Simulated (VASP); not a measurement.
**P3Pb: relaxation of cell and atoms with PBE**

The system is P3Pb.

```xyz
4
Lattice="4.3209 0.0000 0.0000 0.0000 4.3209 0.0000 0.0000 0.0000 4.3209" Properties=species:S:1:pos:R:3 pbc="T T T"
P     0.0000    2.1605    2.1605
P     2.1605    0.0000    2.1605
P     2.1605    2.1605    0.0000
Pb    0.0000    0.0000    0.0000
```

```json
{"Program": "VASP 6.6.1", "Task": "relaxation of cell and atoms", "Functional": "PBE", "Potentials or basis": "VASP PAW PBE potentials, release 64 (P, Pb_d)", "Cutoff": "600 eV", "k mesh": "12 × 12 × 12", "Occupations": "gaussian, width 0.1 eV", "Spin": "no spin polarisation", "Dipole correction": "no", "Further INCAR settings": "ALGO = Normal; EDIFF = 1e-07; IBRION = 2; EDIFFG = -0.01; NSW = 100; ISIF = 3"}
```

```
Relaxed volume                         : 19.74 Å³/atom
Relaxed cell                           : a = 4.290 Å, b = 4.290 Å, c = 4.290 Å, α = 90.00°, β = 90.00°, γ = 90.00°
Space group after relaxing (to 0.05 Å) : Pm-3m (No. 221)
Energy gained by relaxing              : 1.9 meV/atom
Ionic steps                            : 3
Pressure after relaxing                : 0.0 GPa
```

Step by step:
```tsv
step	energy change (eV)	largest force (eV/Å)	pressure (GPa)	volume (Å³)
1	0.0000	0.0000	-1.40	80.67
2	-0.0073	0.0000	0.28	78.64
3	-0.0076	0.0000	0.00	78.96
```

Final structure:
```
P Pb
1.0
     4.29005    0.00000    0.00000
     0.00000    4.29005    0.00000
     0.00000    0.00000    4.29005
P Pb
3 1
Direct
  0.00000 0.50000 0.50000
  0.50000 0.00000 0.50000
  0.50000 0.50000 0.00000
  0.00000 0.00000 0.00000
```

Levels at points of the mesh, in eV from the Fermi level:
```csv
k point,band 11,band 12,band 13,band 14,band 15,band 16,band 17,band 18
"(0.00, 0.00, 0.00)",-4.93,-4.93,-0.03,-0.03,-0.03,1.69,1.69,1.69
"(0.50, 0.00, 0.00)",-3.14,-2.80,-2.80,-1.40,-1.12,1.31,1.85,1.85
"(0.50, 0.50, 0.00)",-2.29,-2.29,-1.61,-1.40,-1.40,-1.29,0.74,2.83
"(0.50, 0.50, 0.50)",-5.95,-5.95,-5.95,2.78,2.78,2.78,3.09,3.09
```

Run time: 9.3 min on 1 thread of AMD EPYC 7R13, on a shared host, peak memory 0.28 GiB.

Caveat: spin-orbit coupling is left out, which moves the levels of the heavy elements.
